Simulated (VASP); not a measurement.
# Ga11CoAs12 (a cell with a defect) in VASP: notebook

Aim: see how the results for Ga11CoAs12 (a cell with a defect) move with the level of theory and the settings. Levels: PBEsol, HSE06. Tasks: single point.

Everything below comes from runs of VASP 6.6.1. Logs are shortened: lines on timing, memory, paths and dates and some standing lists are left out, and cuts for length are marked.

### Step 1. The cell of the first run

The cell holds a defect, 24 atoms: a = 11.993 Å, b = 7.996 Å, c = 7.996 Å, α = 60.00°, β = 60.00°, γ = 60.00°.

### Step 2. Single point, PBEsol, collinear spin, ferromagnetic start

File INCAR:

```
PREC = Accurate ; ENCUT = 350
EDIFF = 1E-5 ; ISMEAR = 0
SIGMA = 0.03 ; LREAL = Auto
LASPH = T ; NELM = 120
ALGO = Normal ; ISIF = 2
LWAVE = F ; LCHARG = F
ISPIN = 2 ; MAGMOM = 1 0 0 0 0 0 0 0 0 0 0 0 0 0 0 0 0 0 0 0 0 0 0 0
LORBIT = 11 ; NUPDOWN = 1
LMAXMIX = 4 ; GGA = PS
NBANDS = 128 ; NELECT = 213.0
ISYM = 0 ; KPAR = 2
```

File KPOINTS:

```
regular mesh
0
Gamma
  2 2 2
```

File POSCAR:

```
Ga11CoAs12                              
1.0
    0.0000000000      8.4805500000      8.4805500000
    5.6537000000      0.0000000000      5.6537000000
    5.6537000000      5.6537000000      0.0000000000
  Co              Ga              As            
     1    11    12
Direct
     0.0066925719835698    0.9937141185467731    0.9894075178121383
     0.0036149405823148    0.0067941455452569    0.4913116812925748
     0.0033673344709242    0.4960509051048852    0.0021427881071661
     0.0017799837581386    0.5010082665105793    0.4973441884264218
     0.3276748809062568    0.0058569081989590    0.0042469272995551
     0.3315651927990914    0.0029943060310894    0.4994590477142880
     0.3311341884067474    0.5006650630222826    0.0029131517956047
     0.3334153385035082    0.5004059489380128    0.4997878979066767
     0.6699969801383097    0.0057813565070796    0.0007096137014078
     0.6680206982003589    0.0045122537087470    0.4914820337227830
     0.6675722548175600    0.4945829207286274    0.0024512684305043
     0.6691179676252647    0.5009885932809828    0.4966091682727207
     0.0789957097931353    0.1211250389899975    0.1162352325616507
     0.0823352455479382    0.1255061397210186    0.6312194500384299
     0.0819289515241650    0.6350907659257327    0.1218327337501722
     0.0829839880786138    0.6288130416631634    0.6244662737167826
     0.4195627174620056    0.1246961481494373    0.1234522585659485
     0.4169722282742185    0.1246590307471648    0.6269219319906323
     0.4166092128854977    0.6283930309063548    0.1240086011379191
     0.4178141351967082    0.6253785724193148    0.6249934720285656
     0.7650135614896847    0.1207327416144646    0.1173605554850609
     0.7520679879726129    0.1250093059385999    0.6231419800877798
     0.7517734121089140    0.6279857925880502    0.1206706644783203
     0.7509015174744506    0.6267756052134359    0.6244545616769117
```

Potentials or basis: VASP PAW PBE potentials, release 64 (Co, Ga_d, As).

Run with:

```console
cat potpaw_PBE.64/Co/POTCAR potpaw_PBE.64/Ga_d/POTCAR potpaw_PBE.64/As/POTCAR > POTCAR
mpirun -np 4 vasp_std > vasp.out
```

OUTCAR:

```text
PREC = Accurate
   ENCUT = 350
   EDIFF = 1E-5
   ISMEAR = 0
   LREAL = Auto
   LASPH = T
   NELM = 120
   ISIF = 2
   ISPIN = 2
   LORBIT = 11
   NUPDOWN = 1
   GGA = PS
   NELECT = 213.0
   ISYM = 0

 ion  position               nearest neighbor table
   1  0.007  0.994  0.989-  14 2.34  15 2.34  21 2.37  13 2.37
   2  0.004  0.007  0.491-  13 2.45  14 2.46  22 2.46  16 2.47
   3  0.003  0.496  0.002-  13 2.45  15 2.46  23 2.46  16 2.47
   4  0.002  0.501  0.497-  14 2.45  15 2.45  24 2.46  16 2.46
   5  0.328  0.006  0.004-  13 2.44  17 2.46  18 2.46  19 2.46
   6  0.332  0.003  0.499-  14 2.44  17 2.46  18 2.46  20 2.47
[... 16 lines left out ...]
  23  0.752  0.628  0.121-  12 2.45   3 2.46   9 2.47  11 2.47
  24  0.751  0.627  0.624-  12 2.46   4 2.46  10 2.47  11 2.47

IMPORTANT INFORMATION: All symmetrisations will be switched off!
NOSYMM: (Re-)initialisation of all symmetry stuff for point group C_1.

----------------------------------------------------------------------------------------

                                     Primitive cell

  volume of cell :     542.1501

  direct lattice vectors                    reciprocal lattice vectors
     0.000000000  8.480550000  8.480550000    -0.058958440  0.058958440  0.058958440
     5.653700000  0.000000000  5.653700000     0.088437660 -0.088437660  0.088437660
     5.653700000  5.653700000  0.000000000     0.088437660  0.088437660 -0.088437660

  length of vectors
    11.993308826  7.995539218  7.995539218     0.102119014  0.153178521  0.153178521

  position of ions in fractional coordinates (direct lattice)
     0.006692572  0.993714119  0.989407518
     0.003614941  0.006794146  0.491311681
     0.003367334  0.496050905  0.002142788
     0.001779984  0.501008267  0.497344188
     0.327674881  0.005856908  0.004246927
     0.331565193  0.002994306  0.499459048
[... 16 lines left out ...]
     0.751773412  0.627985793  0.120670664
     0.750901517  0.626775605  0.624454562

  ion indices of the primitive-cell ions
   primitive index   ion index
                 1           1
                 2           2
                 3           3
                 4           4
                 5           5
                 6           6
[... 16 lines left out ...]
                23          23
                24          24

----------------------------------------------------------------------------------------

 KPOINTS: regular mesh

Automatic generation of k-mesh.
 Grid dimensions read from file:
 generate k-points for:    2    2    2
[... 88 lines left out ...]
 Free energy of the ion-electron system (eV)
  ---------------------------------------------------
  ext. energy  EPLUGINS =         0.00000000
  ---------------------------------------------------
  free energy    TOTEN  =      -106.85142573 eV

  energy without entropy =     -106.85004209  energy(sigma->0) =     -106.85073391

 E-fermi :   4.3595     XC(G=0):  -9.7934

 val. band max:        4.3258058670   @ k =   0.0000   0.0000   0.0000
 cond. band min:       4.1887442102   @ k =   0.0000   0.0000   0.5000
 fundamental gap:     -0.1370616568
 Fermi energy:         4.1488982086

 spin component 1

 k-point     1 :       0.0000    0.0000    0.0000
  band No.  band energies     occupation
      1     -11.1293      1.00000
      2     -11.1282      1.00000
      3     -11.1249      1.00000
      4     -11.1079      1.00000
      5     -11.1078      1.00000
      6     -11.0929      1.00000
[... 957 lines left out ...]
    117       6.6585      0.00000
    118       7.2037      0.00000
 Fermi energy:         4.3594699313

 spin component 2

 k-point     1 :       0.0000    0.0000    0.0000
  band No.  band energies     occupation
      1     -11.1305      1.00000
      2     -11.1291      1.00000
      3     -11.1260      1.00000
      4     -11.1094      1.00000
      5     -11.1093      1.00000
      6     -11.0943      1.00000
[... 957 lines left out ...]
    117       6.7187      0.00000
    118       7.2290      0.00000
 [bands above 118 left out]

------------------------ aborting loop because EDIFF is reached ----------------------------------------

  FORCE on cell =-STRESS in cart. coord.  units (eV):
  Direction    XX          YY          ZZ          XY          YZ          ZX
  --------------------------------------------------------------------------------------
  -------------------------------------------------------------------------------------
  Total        5.8632551      5.9122297      5.9036198      0.5308197     -0.7393157      0.5165637
  in kB       17.3272579     17.4719889     17.4465447      1.5686934     -2.1848467      1.5265636
  external PRESSURE =      17.4152638 kB  Pullay stress =       0.0000000 kB

 VOLUME and BASIS-vectors are now :
 -----------------------------------------------------------------------------
  energy-cutoff  :      350.00
  volume of cell :      542.15
      direct lattice vectors                 reciprocal lattice vectors
     0.000000000  8.480550000  8.480550000    -0.058958440  0.058958440  0.058958440
     5.653700000  0.000000000  5.653700000     0.088437660 -0.088437660  0.088437660
     5.653700000  5.653700000  0.000000000     0.088437660  0.088437660 -0.088437660

 POSITION                                       TOTAL-FORCE (eV/Angst)
 -----------------------------------------------------------------------------------
     11.21197      5.65057      5.67492         0.285495      0.125929      0.105247
      2.81614      2.80839      0.06907         0.035269      0.056874     -0.120594
      2.81664      0.04067      2.83308         0.039880     -0.118853      0.049351
      5.64439      2.82693      2.84765         0.062481      0.012151      0.014329
      0.05712      2.80287      2.81198        -0.146189      0.048858      0.049912
      2.84072      5.63565      2.82878        -0.010351      0.044048      0.013909
[... 16 lines left out ...]
      4.23268      7.05769      9.92590        -0.000313      0.022471      0.002485
      7.07408      9.89854      9.91166         0.010136     -0.013985     -0.006142
 -----------------------------------------------------------------------------------
    total drift:                                0.010368     -0.004188      0.000653

  FREE ENERGIE OF THE ION-ELECTRON SYSTEM (eV)
  ---------------------------------------------------
  free  energy   TOTEN  =      -106.8514257254 eV

  energy  without entropy=     -106.8500420869  energy(sigma->0) =     -106.85073391

 total charge

# of ion       s       p       d       tot
------------------------------------------
    1        0.417   0.400   7.379   8.196
    2        0.898   0.796   9.989  11.683
    3        0.898   0.797   9.989  11.684
    4        0.899   0.802   9.990  11.691
    5        0.893   0.806   9.991  11.690
    6        0.889   0.809   9.992  11.690
[... 16 lines left out ...]
   23        1.211   1.601   0.030   2.843
   24        1.212   1.602   0.030   2.844
--------------------------------------------------
tot         24.802  28.294 117.697 170.793

 magnetization (x)

# of ion       s       p       d       tot
------------------------------------------
    1        0.006   0.030   0.889   0.925
    2       -0.005   0.002  -0.000  -0.003
    3       -0.005   0.002  -0.000  -0.003
    4       -0.008   0.002  -0.000  -0.006
    5       -0.001   0.007   0.000   0.007
    6       -0.002   0.004   0.000   0.002
[... 16 lines left out ...]
   23       -0.004  -0.002  -0.000  -0.006
   24       -0.006  -0.003  -0.000  -0.008
--------------------------------------------------
tot         -0.073   0.062   0.896   0.884
```

stdout:

```text
POSCAR found type information on POSCAR CoGaAs
 POSCAR found :  3 types and      24 ions
 scaLAPACK will be used
 -----------------------------------------------------------------------------
|                                                                             |
|                                                                             |
|     You enforced a specific xc type in the INCAR file but a different       |
|     I HOPE YOU KNOW WHAT YOU ARE DOING!                                     |
|                                                                             |
 -----------------------------------------------------------------------------

 LDA part: xc-table for (Slater+PW92), standard interpolation
 POSCAR, INCAR and KPOINTS ok, starting setup
 FFT: planning ... GRIDC
 FFT: planning ... GRID_SOFT
 FFT: planning ... GRID
 WAVECAR not read
 entering main loop
 the old and the new charge density differ
 old charge density:   212.00000 new  213.00000
BRMIX: very serious problems
 the old and the new charge density differ
 old charge density:   212.00000 new  213.00000
    0.174E+01
```

Run time: 9.3 min. Hardware: 4 MPI ranks of Intel Xeon Platinum 8488C (Sapphire Rapids), shared host; peak memory 0.53 GiB.

What came out:

| Property | Result |
| --- | --- |
| Free energy | -106.8514 eV |
| Largest force | 0.931 eV/Å |
| Net moment | 1.00 μB per cell |
| Site moments | Co +0.93; Ga -0.00, -0.01, +0.01, +0.00 (each value once); As -0.00, -0.01, +0.01, +0.02 (each value once) μB |
| Valence electrons inside the program's atomic spheres | Co 8.20; Ga 11.68, 11.69 (each value once); As 2.82, 2.83, 2.84, 2.85 (each value once) |

Forces in eV/Å, atoms in the order of the input:
```
Co   0.285  0.126  0.105
Ga   0.035  0.057 -0.121
Ga   0.040 -0.119  0.049
Ga   0.062  0.012  0.014
Ga  -0.146  0.049  0.050
Ga  -0.010  0.044  0.014
Ga  -0.024  0.001  0.046
Ga   0.028 -0.007  0.003
Ga  -0.115 -0.008 -0.026
Ga   0.054  0.096 -0.037
Ga   0.042 -0.047  0.102
Ga   0.023 -0.001 -0.011
As  -0.604 -0.489 -0.512
As   0.373  0.502 -0.547
As   0.386 -0.538  0.517
As   0.003  0.014  0.012
As   0.032  0.000  0.013
As  -0.016 -0.037  0.001
As  -0.009 -0.006 -0.030
As   0.035 -0.013 -0.001
As  -0.478  0.353  0.349
As  -0.006  0.000  0.012
As   0.000  0.022  0.002
As   0.010 -0.014 -0.006
```

Caveat: the k points lie up to 0.48 Å⁻¹ apart; the cell is charged against a uniform background, so pressure and absolute levels hang on convention; the cutoff is under 1.25 times the usual one of these potentials, so pressure, stress and relaxed cells hold a basis-set (Pulay) error; the PAW data sets were made with another functional, which shifts forces and pressure a little; the total moment is fixed, so each spin has its own Fermi level.

### Step 3. Single point, HSE06, collinear spin, ferromagnetic start

POSCAR is that of step 2.

File INCAR.step1:

```
PREC = Accurate ; ENCUT = 350
EDIFF = 1E-5 ; ISMEAR = 0
SIGMA = 0.03 ; LREAL = Auto
LASPH = T ; NELM = 70
ALGO = Normal ; ISIF = 2
LWAVE = T ; ISPIN = 2
MAGMOM = 1 0 0 0 0 0 0 0 0 0 0 0 0 0 0 0 0 0 0 0 0 0 0 0 ; LORBIT = 11
NUPDOWN = 1 ; LMAXMIX = 4
NBANDS = 128 ; NELECT = 213.0
ISYM = -1 ; TIME = 0.4
NKRED = 2 ; GGA = PE
KPAR = 2
```

File INCAR.step2:

```
PREC = Accurate ; ENCUT = 350
EDIFF = 1E-4 ; ISMEAR = 0
SIGMA = 0.03 ; LREAL = Auto
LASPH = T ; NELM = 70
ALGO = Damped ; ISIF = 2
LWAVE = F ; LCHARG = F
ISPIN = 2 ; MAGMOM = 1 0 0 0 0 0 0 0 0 0 0 0 0 0 0 0 0 0 0 0 0 0 0 0
LORBIT = 11 ; NUPDOWN = 1
LMAXMIX = 4 ; GGA = PE
LHFCALC = T ; HFSCREEN = 0.2
PRECFOCK = Fast ; NBANDS = 128
NELECT = 213.0 ; ISYM = -1
TIME = 0.4 ; NKRED = 2
ISTART = 1 ; KPAR = 2
```

KPOINTS is that of step 2.

Potentials or basis: VASP PAW PBE potentials, release 64 (Co, Ga_d, As).

Run with:

```console
cat potpaw_PBE.64/Co/POTCAR potpaw_PBE.64/Ga_d/POTCAR potpaw_PBE.64/As/POTCAR > POTCAR
cp INCAR.step1 INCAR
mpirun -np 4 vasp_std > vasp.out
cp INCAR.step2 INCAR
mpirun -np 4 vasp_std > vasp.out
```

Run time: 83 min. Hardware: 4 MPI ranks of Intel Xeon Platinum 8488C (Sapphire Rapids), shared host; peak memory 1.1 GiB.

It converged, with:

```yaml
Free_energy: -120.0596 eV
Largest_force: 0.264 eV/Å
Net_moment: 1.00 μB per cell
Site_moments: Co +1.52; Ga -0.01, -0.02, +0.00 (each value once); As -0.08, -0.01, -0.02 (each value once) μB
Valence_electrons_inside_the_program's_atomic_spheres: Co 8.18; Ga 11.65, 11.66 (each value once); As 2.88, 2.89, 2.90 (each value once)
```

Forces on the atoms (eV/Å):
```
Co   0.154  0.162  0.141
Ga   0.032  0.078 -0.106
Ga   0.036 -0.104  0.069
Ga   0.037  0.020  0.022
Ga  -0.140  0.058  0.061
Ga  -0.013  0.033  0.015
Ga  -0.029 -0.001  0.037
Ga   0.031  0.006  0.017
Ga  -0.082  0.045  0.025
Ga  -0.005  0.073  0.012
Ga  -0.019  0.001  0.080
Ga   0.021  0.022  0.010
As  -0.130 -0.020 -0.048
As  -0.076  0.045 -0.078
As  -0.058 -0.067  0.060
As   0.003  0.008  0.005
As   0.062 -0.035 -0.020
As  -0.017 -0.049  0.005
As  -0.011 -0.005 -0.039
As   0.038 -0.025 -0.010
As   0.089 -0.169 -0.176
As   0.020 -0.038 -0.012
As   0.025  0.001 -0.037
As   0.035 -0.043 -0.033
```

Caveat: the k points lie up to 0.48 Å⁻¹ apart; the cell is charged against a uniform background, so pressure and absolute levels hang on convention; the cutoff is under 1.25 times the usual one of these potentials, so pressure, stress and relaxed cells hold a basis-set (Pulay) error; the PAW data sets were made with another functional, which shifts forces and pressure a little; the total moment is fixed, so each spin has its own Fermi level.
